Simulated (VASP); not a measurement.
Runs of VASP 6.6.1 on GaP. The structure is that of space group F-43m (No. 216), or close to it. The cells are those of the table. 

| task | cell | k mesh | cutoff (eV) | smearing | gap on the mesh (eV) | pressure (GPa) |
| --- | --- | --- | --- | --- | --- | --- |
| electric field gradients | a = 3.846 Å, angles 60.0°, 2 atoms | 10 × 10 × 10 | 520 | gaussian 0.05 eV | 1.47 | -0.1 |
| single point | a = 3.862 Å, angles 60.0°, 2 atoms | 10 × 10 × 10 | 520 | gaussian 0.05 eV | 1.49 | -1.2 |
| single point | a = 3.846 Å, angles 60.0°, 2 atoms | 10 × 10 × 10 | 500 | gaussian 0.05 eV | 1.47 | -0.1 |
| single point | a = 3.882 Å, angles 60.0°, 2 atoms | 10 × 10 × 10 | 520 | gaussian 0.05 eV | (a) | -2.3 |

Alike in all rows: level PBEsol; potentials or basis VASP PAW PBE potentials, release 64 (Ga_d, P); no spin polarisation.

**Question.** Fill in the values left out.

**Answer.** (a) 1.52.

Caveats: the PAW data sets were made with another functional, which shifts forces and pressure a little.

A k mesh can miss the band edges, and the runs leave out spin-orbit coupling on Ga.
